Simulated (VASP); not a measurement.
The system is HPbNO4.

```
H Pb N O
1.0
     3.85707    0.00178   -0.03658
     0.17353    4.33436   -0.01647
     0.75803    0.83873    5.87662
H Pb N O
1 1 1 4
Direct
  0.61511 0.89559 0.19844
  0.64597 0.44651 0.91685
  0.71474 0.23810 0.50058
  0.16958 0.47007 0.77768
  0.62919 0.97045 0.49845
  0.56424 0.92583 0.03849
  0.78022 0.42250 0.31951
```

Base run:

| Item | Value |
| --- | --- |
| Program | VASP 6.6.1 |
| Functional | PBE |
| Potentials or basis | VASP PAW PBE potentials, release 64 (H, Pb_d, N, O) |
| Cutoff | 520 eV |
| k mesh | 4 × 4 × 3 |
| Occupations | fermi-dirac, width 0.05 eV |
| Spin | no spin polarisation |

Its results: band gap on the k mesh 0.56 eV, indirect (least direct gap 0.93 eV); pressure 0.6 GPa; largest force 0.619 eV/Å.

Problem. After a change of settings the same cell gave: band gap on the k mesh 1.55 eV, indirect (least direct gap 1.63 eV); pressure -8.1 GPa; largest force 0.909 eV/Å. Which change was it?
A. functional from PBE to r2SCAN0; k mesh from 4 × 4 × 3 to 3 × 3 × 2
B. k mesh from 4 × 4 × 3 to 5 × 5 × 4; further incar settings from ALGO = Normal; EDIFF = 1e-07; NBANDS = 31 to ALGO = Normal; EDIFF = 1e-06; NBANDS = 31
C. k mesh from 4 × 4 × 3 to 4 × 3 × 2; further incar settings from ALGO = Normal; EDIFF = 1e-07; NBANDS = 31 to ALGO = Normal; EDIFF = 1e-06; NBANDS = 31

Solution. A.

Caveats: some runs use coarse meshes; the standard files for N, O and F lose accuracy on very short bonds; spin-orbit coupling is left out, which moves the levels of the heavy elements; the PAW data sets were made with another functional, which shifts forces and pressure a little (some runs).
